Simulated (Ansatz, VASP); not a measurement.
# Two plane-wave programs on MoSe

```
Mo Se
1.0
     0.00000    2.90531    2.90531
     2.90531    0.00000    2.90531
     2.90531    2.90531    0.00000
Mo Se
1 1
Cartesian
  0.0000 0.0000 0.0000
  1.4527 1.4527 1.4527
```

Alike in both runs: task single point; functional PBE; k mesh 10 × 10 × 10; occupations gaussian, width 0.05 eV; collinear spin.

|  | VASP | Ansatz |
| --- | --- | --- |
| version | VASP 6.6.1 | Ansatz 0.2.0 |
| potentials or method | VASP PAW PBE potentials, release 64 (Mo_sv, Se), cutoff 520 eV | scalar-relativistic, plane waves, PAW |
| valence electrons in the cell | 20 | 30 |

VASP gave:

| Item | Value |
| --- | --- |
| gap on the k mesh at the Fermi level (eV) | none |
| pressure (GPa) | -5.8 |
| net moment per atom (μB) | 0.64 |
| size of the moment on the site where the two differ most (μB) | 1.13 |

Problem. Estimate Ansatz's values.

Solution. gap on the k mesh at the Fermi level (eV): none; pressure (GPa): -5.9; net moment per atom (μB): 0.64; size of the moment on the site where the two differ most (μB): 0.93.

Site moments also hang on the region over which each program counts them. A gap of «none» marks a metal or a gap that the smearing closes. VASP's potentials hold 20 valence electrons a cell and Ansatz's 30, so a difference there can come from the potentials and not from the codes.
